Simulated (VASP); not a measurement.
**Sn2PbO3: relaxation of cell and atoms with PBE**

Crystal: Sn2PbO3.

```
CELL_PARAMETERS angstrom
3.86000 0.00000 0.00000
0.00000 3.86000 0.00000
0.00000 0.00000 14.60000
ATOMIC_POSITIONS crystal
Sn 0.00000 0.50000 0.74600
Sn 0.50000 0.00000 0.92100
Sn 0.00000 0.50000 0.07900
Sn 0.50000 0.00000 0.25400
Pb 0.50000 0.00000 0.58800
Pb 0.00000 0.50000 0.41200
O 0.50000 0.50000 0.66670
O 0.00000 0.00000 0.66670
O 0.50000 0.50000 0.00000
O 0.00000 0.00000 0.00000
O 0.00000 0.00000 0.33330
O 0.50000 0.50000 0.33330
```

* Program: VASP 6.6.1
* Task: relaxation of cell and atoms
* Functional: PBE
* Potentials or basis: VASP PAW PBE potentials, release 64 (Sn_d, Pb_d, O)
* Cutoff: 600 eV
* k mesh: 3 × 3 × 1
* Occupations: gaussian, width 0.15 eV
* Spin: no spin polarisation
* Dipole correction: no
* Further INCAR settings: ALGO = Normal; EDIFF = 1e-07; IBRION = 2; EDIFFG = -0.08; NSW = 36; ISIF = 3

```json
{"Relaxed volume": "19.82 Å³/atom", "Relaxed cell": "a = 3.921 Å, b = 3.921 Å, c = 15.473 Å, α = 90.00°, β = 90.00°, γ = 90.00°", "Space group after relaxing (to 0.1 Å)": "P4/nmm (No. 129)", "Energy gained by relaxing": "28.8 meV/atom", "Ionic steps": "15", "Pressure after relaxing": "0.1 GPa", "Largest force after relaxing": "0.052 eV/Å", "Band gap on the k mesh": "1.46 eV"}
```

Forces on the atoms (eV/Å):
```
Sn   0.000  0.000  0.052
Sn   0.000  0.000  0.003
Sn   0.000  0.000 -0.003
Sn   0.000  0.000 -0.052
Pb   0.000  0.000  0.035
Pb   0.000  0.000 -0.035
O    0.000  0.000  0.031
O    0.000  0.000  0.031
O    0.000  0.000  0.000
O    0.000  0.000  0.000
O    0.000  0.000 -0.031
O    0.000  0.000 -0.031
```

Stress tensor (GPa, compression positive):
```
 0.17  0.00  0.00
 0.00  0.17  0.00
 0.00  0.00 -0.17
```

The path:
| step | energy change (eV) | largest force (eV/Å) | pressure (GPa) | volume (Å³) |
| --- | --- | --- | --- | --- |
| 1 | 0.0000 | 1.7442 | 5.42 | 217.53 |
| 2 | -0.0822 | 1.3423 | -4.01 | 237.40 |
| 3 | -0.2819 | 0.4597 | -0.18 | 227.86 |
| 4 | -0.2819 | 0.4477 | -0.08 | 227.65 |
| 5 | -0.3009 | 0.1587 | 0.33 | 227.78 |
| 6 | -0.3017 | 0.1858 | 0.42 | 227.82 |
| 7 | -0.3091 | 0.1911 | 0.13 | 229.43 |
| 8 | -0.3141 | 0.2019 | -0.33 | 232.14 |
| 9 | -0.3197 | 0.1067 | -0.14 | 232.50 |
| 10 | -0.3255 | 0.1784 | 0.29 | 233.25 |
| 11 | -0.3318 | 0.1034 | 0.15 | 234.19 |
| 12 | -0.3402 | 0.1249 | -0.25 | 237.03 |
| 13 | -0.3426 | 0.0960 | -0.01 | 237.08 |
| 14 | -0.3433 | 0.1233 | 0.17 | 237.11 |
| 15 | -0.3455 | 0.0519 | 0.06 | 237.83 |

Final structure:
```yaml
crystal:
  lattice:
    - [3.92054, 0.00000, 0.00000]
    - [0.00000, 3.92054, 0.00000]
    - [0.00000, 0.00000, 15.47275]
  atoms:
    - { symbol: Sn, position: [0.00000, 0.50000, 0.74686] }
    - { symbol: Sn, position: [0.50000, 0.00000, 0.92565] }
    - { symbol: Sn, position: [0.00000, 0.50000, 0.07435] }
    - { symbol: Sn, position: [0.50000, 0.00000, 0.25314] }
    - { symbol: Pb, position: [0.50000, 0.00000, 0.59257] }
    - { symbol: Pb, position: [0.00000, 0.50000, 0.40743] }
    - { symbol: O, position: [0.50000, 0.50000, 0.67314] }
    - { symbol: O, position: [0.00000, 0.00000, 0.67314] }
    - { symbol: O, position: [0.50000, 0.50000, 0.00000] }
    - { symbol: O, position: [0.00000, 0.00000, 0.00000] }
    - { symbol: O, position: [0.00000, 0.00000, 0.32686] }
    - { symbol: O, position: [0.50000, 0.50000, 0.32686] }
```

Levels at points of the mesh, in eV from the valence-band top:
```
           k point  band 56  band 57  band 58  band 59  band 60  band 61  band 62  band 63  band 64  band 65
(0.00, 0.00, 0.00)    -2.41    -2.41    -1.19    -1.04     0.00     1.46     1.81     1.98     3.68     3.68
```

It took 7.8 min on 1 thread of Intel(R) Xeon(R) 6975P-C (Granite Rapids) (shared host), peak memory 0.39 GiB.

Caveat: the k points lie up to 0.53 Å⁻¹ apart in the final cell; spin-orbit coupling is left out, which moves the levels of the heavy elements; an odd mesh through Γ misses points on the zone boundary, where band edges can lie; the relaxation stopped at a loose force limit of 0.08 eV/Å, so its end isn't a converged minimum.
